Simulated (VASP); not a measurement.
# YAl3N4 (Pm-3m) in VASP: a series of runs

YAl3N4 is run at these levels: PBE; tasks: single point, relaxation of cell and atoms.

Everything below comes from runs of VASP 6.6.1. Logs are shortened: lines on timing, memory, paths and dates and some standing lists are left out, and cuts for length are marked.

**1. The cell of the first run**

It takes space group Pm-3m (No. 221, cubic). Conventional cell: a = 4.817 Å, b = 4.817 Å, c = 4.817 Å, α = 90.00°, β = 90.00°, γ = 90.00°. Y (site symmetry m-3m) has 6 N at 2.41 Å within 3.2 Å. Within 3.2 Å of Al (site symmetry 4/mmm) lie 6 N at 2.41 Å. N (site symmetry 4/mmm) has 2 Y at 2.41 Å and 4 Al at 2.41 Å within 3.2 Å. Within 3.2 Å of N (site symmetry m-3m) lie 6 Al at 2.41 Å.

**2. Single point, PBE, collinear spin, ferromagnetic start**

The input, INCAR:

```
SYSTEM = YAl3N4
  PREC = Accurate
  ENCUT = 520
  EDIFF = 1E-7
  ISMEAR = 0
  SIGMA = 0.1
  LREAL = .False.
  LASPH = .True.
  NELM = 150
  ALGO = Normal
  ISIF = 2
  LWAVE = .False.
  LCHARG = .False.
  ISPIN = 2
  MAGMOM = 0 0 0 0 1 1 1 1
  LORBIT = 11
  LMAXMIX = 4
  GGA = PE
  NBANDS = 34
```

The input, KPOINTS:

```
regular mesh
0
Gamma
  4 4 4
  0 0 0
```

The input, POSCAR:

```
YAl3N4
1.0
    4.8166802000      0.0000000000      0.0000000000
    0.0000000000      4.8166802000      0.0000000000
    0.0000000000      0.0000000000      4.8166802000
Y Al N
1 3 4
Direct
    0.5000000000      0.5000000000      0.5000000000
    0.0000000000      0.0000000000      0.5000000000
    0.5000000000      0.0000000000      0.0000000000
    0.0000000000      0.5000000000      0.0000000000
    0.5000000000      0.5000000000      0.0000000000
    0.0000000000      0.5000000000      0.5000000000
    0.5000000000      0.0000000000      0.5000000000
    0.0000000000      0.0000000000      0.0000000000
```

Potentials or basis: VASP PAW PBE potentials, release 64 (Y_sv, Al, N).

On the command line:

```console
$ cat potpaw_PBE.64/Y_sv/POTCAR potpaw_PBE.64/Al/POTCAR potpaw_PBE.64/N/POTCAR > POTCAR
$ mpirun -np 1 vasp_std > vasp.out
```

OUTCAR:

```text
SYSTEM = YAl3N4
   PREC = Accurate
   ENCUT = 520
   EDIFF = 1E-7
   ISMEAR = 0
   LREAL = .False.
   LASPH = .True.
   NELM = 150
   ISIF = 2
   ISPIN = 2
   LORBIT = 11
   GGA = PE

 ion  position               nearest neighbor table
   1  0.500  0.500  0.500-   5 2.41   6 2.41   7 2.41   5 2.41   7 2.41   6 2.41   3 3.41   4 3.41
                             2 3.41   2 3.41   3 3.41   3 3.41   3 3.41   2 3.41   4 3.41   4 3.41
   2  0.000  0.000  0.500-   6 2.41   7 2.41   8 2.41   8 2.41   6 2.41   7 2.41   1 3.41   1 3.41
                             1 3.41   1 3.41
   3  0.500  0.000  0.000-   5 2.41   7 2.41   8 2.41   7 2.41   5 2.41   8 2.41   1 3.41   1 3.41
                             1 3.41   1 3.41
   4  0.000  0.500  0.000-   5 2.41   6 2.41   8 2.41   6 2.41   8 2.41   5 2.41   1 3.41   1 3.41
                             1 3.41   1 3.41
   5  0.500  0.500  0.000-   1 2.41   3 2.41   4 2.41   1 2.41   3 2.41   4 2.41
   6  0.000  0.500  0.500-   1 2.41   2 2.41   4 2.41   4 2.41   2 2.41   1 2.41
   7  0.500  0.000  0.500-   1 2.41   2 2.41   3 2.41   3 2.41   1 2.41   2 2.41
   8  0.000  0.000  0.000-   2 2.41   3 2.41   4 2.41   2 2.41   4 2.41   3 2.41

  LATTYP: Found a simple cubic cell.
 ALAT       =     4.8166802000

  Lattice vectors:

 A1 = (   4.8166802000,   0.0000000000,   0.0000000000)
 A2 = (   0.0000000000,   4.8166802000,   0.0000000000)
 A3 = (   0.0000000000,   0.0000000000,   4.8166802000)

Analysis of symmetry for initial positions (statically):
=====================================================================
 Subroutine PRICEL returns:
 Original cell was already a primitive cell.

 Routine SETGRP: Setting up the symmetry group for a
 simple cubic supercell.

 Subroutine GETGRP returns: Found 48 space group operations
 (whereof 48 operations were pure point group operations)
 out of a pool of 48 trial point group operations.

The static configuration has the point symmetry O_h .

Analysis of symmetry for dynamics (positions and initial velocities):
=====================================================================
 Subroutine PRICEL returns:
 Original cell was already a primitive cell.

 Routine SETGRP: Setting up the symmetry group for a
 simple cubic supercell.

 Subroutine GETGRP returns: Found 48 space group operations
 (whereof 48 operations were pure point group operations)
 out of a pool of 48 trial point group operations.

The dynamic configuration has the point symmetry O_h .

Analysis of structural, dynamic, and magnetic symmetry:
=====================================================================
 Subroutine PRICEL returns:
 Original cell was already a primitive cell.

 Routine SETGRP: Setting up the symmetry group for a
 simple cubic supercell.

 Subroutine GETGRP returns: Found 48 space group operations
 (whereof 48 operations were pure point group operations)
 out of a pool of 48 trial point group operations.

The overall configuration has the point symmetry O_h .

 Subroutine INISYM returns: Found 48 space group operations
 (whereof 48 operations are pure point group operations),
 and found     1 'primitive' translations

----------------------------------------------------------------------------------------

                                     Primitive cell

  volume of cell :     111.7489

  direct lattice vectors                    reciprocal lattice vectors
     4.816680200  0.000000000  0.000000000     0.207611873  0.000000000  0.000000000
     0.000000000  4.816680200  0.000000000     0.000000000  0.207611873  0.000000000
     0.000000000  0.000000000  4.816680200     0.000000000  0.000000000  0.207611873

  length of vectors
     4.816680200  4.816680200  4.816680200     0.207611873  0.207611873  0.207611873

  position of ions in fractional coordinates (direct lattice)
     0.500000000  0.500000000  0.500000000
     0.000000000  0.000000000  0.500000000
     0.500000000  0.000000000  0.000000000
     0.000000000  0.500000000  0.000000000
     0.500000000  0.500000000  0.000000000
[... 60 lines left out ...]
   NGXF,Y,Z  is equivalent  to a cutoff of  24.85, 24.85, 24.85 a.u.
 SYSTEM =  YAl3N4
   PREC   = accura    normal or accurate (medium, high low for compatibility)
   ISTART =      0    job   : 0-new  1-cont  2-samecut
   ICHARG =      2    charge: 1-file 2-atom 10-const
   ISPIN  =      2    spin polarized calculation?
   LNONCOLLINEAR =      F non collinear calculations
   LSORBIT =      F    spin-orbit coupling
   LASPH  =      T    aspherical Exc in radial PAW
   ENCUT  =  520.0 eV  38.22 Ry    6.18 a.u.   8.96  8.96  8.96*2*pi/ulx,y,z
   NELM   =    150;   NELMIN=  2; NELMDL= -5     # of ELM steps
   EDIFF  = 0.1E-06   stopping-criterion for ELM
   LREAL  =      F    real-space projection
   EDIFFG = 0.1E-05   stopping-criterion for IOM
   NSW    =      0    number of steps for IOM
   IBRION =     -1    ionic relax: 0-MD 1-quasi-New 2-CG
   NFREE  =      0    steps in history (QN), initial steepest desc. (CG)
   ISIF   =      2    stress and relaxation
   ISYM   =      2    0-nonsym 1-usesym 2-fastsym
   POTIM  = 0.5000    time-step for ionic-motion
   TEBEG  =    0.0;   TEEND  =   0.0 temperature during run
   PSTRESS=    0.0 pullay stress
   NELECT =      40.0000    total number of electrons
   NUPDOWN=      -1.0000    fix difference up-down
   EMIN   =  10.00;   EMAX   =-10.00  energy-range for DOS
   EFERMI =   0.00;   METHOD = LEGACY
   ISMEAR =     0;   SIGMA  =   0.10  broadening in eV -4-tet -1-fermi 0-gaus
   EFERMI_NEDOS =   21; number of points for ismear=-14 and -15
   IALGO  =     38    algorithm
   IMIX   =      4    mixing-type and parameters
     AMIX     =   0.40;   BMIX     =  1.00
     AMIX_MAG =   1.60;   BMIX_MAG =  1.00
  volume/ion in A,a.u.               =      13.97        94.26
  Fermi-wavevector in a.u.,A,eV,Ry     =   1.162377  2.196574 18.383108  1.351120
  Thomas-Fermi vector in A             =   2.298939
   LORBIT       =     11    0 simple, 1 ext, 2 COOP (PROOUT), +10 PAW based schemes
   GGA     = PE    functional components
   LHFCALC =     F    Hartree Fock is set to
   AEXX    =    0.0000 exact exchange contribution
   IVDW    =     0    specifies the selected vdW correction
   LEPSILON=     F    determine dielectric tensor
   LRPA    =     F    only Hartree local field effects (RPA)
 spin polarized calculation
 Gauss-broadening in eV      SIGMA  =   0.10
  energy-cutoff  :      520.00
  volume of cell :      111.75
 maximum number of plane-waves:      3031
 NGX is ok and might be reduce to    36
   NGX = 17   NGY = 17   NGZ = 17

 number of electron      39.9999994 magnetization       0.0001222

 number of electron      39.9999994 magnetization      -0.0000329

 Free energy of the ion-electron system (eV)
  ---------------------------------------------------
  ext. energy  EPLUGINS =         0.00000000
  ---------------------------------------------------
  free energy    TOTEN  =       -54.91252794 eV

  energy without entropy =      -54.90804852  energy(sigma->0) =      -54.91028823

 E-fermi :   4.7854     XC(G=0): -10.4014

 val. band max:        4.7774628466   @ k =   0.0000   0.0000   0.0000
 cond. band min:       4.8386711119   @ k =   0.0000   0.0000   0.0000
 fundamental gap:      0.0612082653
 Fermi energy:         4.7853977388

 spin component 1

 k-point     1 :       0.0000    0.0000    0.0000
  band No.  band energies     occupation
      1     -35.8346      1.00000
      2     -15.9551      1.00000
      3     -15.9551      1.00000
      4     -15.9551      1.00000
      5      -9.1866      1.00000
      6      -7.6667      1.00000
[... 339 lines left out ...]
     31      11.3744      0.00000
     32      11.3744      0.00000
 Fermi energy:         4.7853977388

 spin component 2

 k-point     1 :       0.0000    0.0000    0.0000
  band No.  band energies     occupation
      1     -35.8346      1.00000
      2     -15.9551      1.00000
      3     -15.9551      1.00000
      4     -15.9551      1.00000
      5      -9.1866      1.00000
      6      -7.6667      1.00000
[... 339 lines left out ...]
     31      11.3744      0.00000
     32      11.3744      0.00000
 [bands above 32 left out]

------------------------ aborting loop because EDIFF is reached ----------------------------------------

  FORCE on cell =-STRESS in cart. coord.  units (eV):
  Direction    XX          YY          ZZ          XY          YZ          ZX
  --------------------------------------------------------------------------------------
  -------------------------------------------------------------------------------------
  Total      -21.1066431    -21.1066431    -21.1066431      0.0000000     -0.0000000      0.0000000
  in kB     -302.6121149   -302.6121149   -302.6121149      0.0000000     -0.0000000      0.0000000
  external PRESSURE =    -302.6121149 kB  Pullay stress =       0.0000000 kB

 VOLUME and BASIS-vectors are now :
 -----------------------------------------------------------------------------
  energy-cutoff  :      520.00
  volume of cell :      111.75
      direct lattice vectors                 reciprocal lattice vectors
     4.816680200  0.000000000  0.000000000     0.207611873  0.000000000  0.000000000
     0.000000000  4.816680200  0.000000000     0.000000000  0.207611873  0.000000000
     0.000000000  0.000000000  4.816680200     0.000000000  0.000000000  0.207611873

 POSITION                                       TOTAL-FORCE (eV/Angst)
 -----------------------------------------------------------------------------------
      2.40834      2.40834      2.40834         0.000000      0.000000      0.000000
      0.00000      0.00000      2.40834         0.000000      0.000000      0.000000
      2.40834      0.00000      0.00000         0.000000      0.000000      0.000000
      0.00000      2.40834      0.00000         0.000000      0.000000      0.000000
      2.40834      2.40834      0.00000         0.000000      0.000000      0.000000
      0.00000      2.40834      2.40834         0.000000      0.000000      0.000000
      2.40834      0.00000      2.40834         0.000000      0.000000      0.000000
      0.00000      0.00000      0.00000         0.000000      0.000000      0.000000
 -----------------------------------------------------------------------------------
    total drift:                                0.000000      0.000000      0.000000

  FREE ENERGIE OF THE ION-ELECTRON SYSTEM (eV)
  ---------------------------------------------------
  free  energy   TOTEN  =       -54.9125279445 eV

  energy  without entropy=      -54.9080485160  energy(sigma->0) =      -54.91028823

 total charge

# of ion       s       p       d       f       tot
--------------------------------------------------
    1        2.202   6.537   0.969   0.120   9.827
    2        0.321   0.228   0.000   0.000   0.549
    3        0.321   0.228   0.000   0.000   0.549
    4        0.321   0.228   0.000   0.000   0.549
    5        1.249   2.330   0.000   0.000   3.578
    6        1.249   2.330   0.000   0.000   3.578
    7        1.249   2.330   0.000   0.000   3.578
    8        1.257   2.259   0.000   0.000   3.516
--------------------------------------------------
tot          8.169  16.467   0.969   0.120  25.725

 magnetization (x)

# of ion       s       p       d       f       tot
--------------------------------------------------
    1        0.000  -0.000  -0.000  -0.000  -0.000
    2        0.000   0.000   0.000   0.000   0.000
    3        0.000   0.000   0.000   0.000   0.000
    4        0.000   0.000   0.000   0.000   0.000
    5       -0.000  -0.000   0.000   0.000  -0.000
    6       -0.000  -0.000   0.000   0.000  -0.000
    7       -0.000  -0.000   0.000   0.000  -0.000
    8        0.000   0.000   0.000   0.000   0.000
--------------------------------------------------
tot          0.000  -0.000  -0.000  -0.000   0.000
```

Run time: 1.8 min. Hardware: 1 thread of Intel Xeon 8259CL, shared host; peak memory 0.28 GiB.

Results:

```yaml
Free_energy: -54.9125 eV
Pressure: -30.3 GPa
Band_gap_on_the_k_mesh: zero (filled and empty bands touch)
Net_moment: 0.00 μB per cell
Valence_electrons_inside_the_program's_atomic_spheres: Y 9.83; Al 0.55; N 3.58, 3.52 (each value once)
```

Caveat: the cell stands under tension; semilocal functionals underestimate gaps, and a narrow one can read as zero.

**3. Relaxation of cell and atoms, PBE**

This run uses another cell than the first one, of 10.55 Å³/atom.

The input, INCAR:

```
SYSTEM = YAl3N4
  ALGO = Normal
  EDIFF = 1E-6
  EDIFFG = -0.01
  ENCUT = 600
  GGA = PE
  IBRION = 2
  ISIF = 3
  ISMEAR = 0
  LASPH = .True.
  LCHARG = .False.
  LREAL = .False.
  LWAVE = .False.
  NELM = 60
  NSW = 100
  PREC = Accurate
  SIGMA = 0.02
```

The input, KPOINTS:

```
k-points
0
Gamma
  6 6 6
  0 0 0
```

POSCAR, as its differences from that of step 2:

```diff
@@ -2,5 +2,5 @@
 1.0
-    4.8166802000      0.0000000000      0.0000000000
-    0.0000000000      4.8166802000      0.0000000000
-    0.0000000000      0.0000000000      4.8166802000
+    4.3869337122      0.0000000000      0.0000000000
+    0.0000000000      4.3869337122      0.0000000000
+    0.0000000000      0.0000000000      4.3869337122
 Y Al N
```

Potentials or basis: VASP PAW PBE potentials, release 64 (Y_sv, Al, N).

On the command line:

```console
$ cat potpaw_PBE.64/Y_sv/POTCAR potpaw_PBE.64/Al/POTCAR potpaw_PBE.64/N/POTCAR > POTCAR
$ mpirun -np 1 vasp_std > vasp.out
```

Run time: 2.1 min. Hardware: 1 thread of Intel Xeon 8259CL, shared host; peak memory 0.25 GiB.

Results (log left out):

```
Free energy                           : -58.2763 eV
Relaxed volume                        : 10.53 Å³/atom
Relaxed cell                          : a = 4.384 Å, b = 4.384 Å, c = 4.384 Å, α = 90.00°, β = 90.00°, γ = 90.00°
Space group after relaxing (to 0.1 Å) : Pm-3m (No. 221)
Energy gained by relaxing             : 0.0 meV/atom
Ionic steps                           : 3
Pressure after relaxing               : 0.0 GPa
Band gap on the k mesh                : 1.38 eV
```

Step by step:
| step | energy change (eV) | largest force (eV/Å) | pressure (GPa) | volume (Å³) |
| --- | --- | --- | --- | --- |
| 1 | 0.0000 | 0.0000 | -0.47 | 84.43 |
| 2 | -0.0001 | 0.0000 | 0.42 | 84.05 |
| 3 | -0.0003 | 0.0000 | 0.00 | 84.23 |

Final structure:
```
CELL_PARAMETERS angstrom
4.38351 0.00000 0.00000
0.00000 4.38351 0.00000
0.00000 0.00000 4.38351
ATOMIC_POSITIONS crystal
Y 0.50000 0.50000 0.50000
Al 0.00000 0.00000 0.50000
Al 0.50000 0.00000 0.00000
Al 0.00000 0.50000 0.00000
N 0.50000 0.50000 0.00000
N 0.00000 0.50000 0.50000
N 0.50000 0.00000 0.50000
N 0.00000 0.00000 0.00000
```

Levels at points of the mesh, in eV from the valence-band top:
```csv
k point,band 17,band 18,band 19,band 20,band 21,band 22,band 23,band 24
"(0.00, 0.00, 0.00)",-1.72,0.00,0.00,0.00,1.38,1.38,1.50,2.25
"(0.50, 0.00, 0.00)",-2.42,-2.42,-0.24,-0.24,2.89,4.31,4.32,4.79
"(0.50, 0.50, 0.00)",-1.70,-1.65,-1.65,-0.57,5.29,5.65,5.99,5.99
"(0.50, 0.50, 0.50)",-1.89,-1.64,-1.64,-1.64,3.46,4.17,4.17,4.17
```

The gap in the log of VASP goes by the Fermi energy; the results here count the filled bands.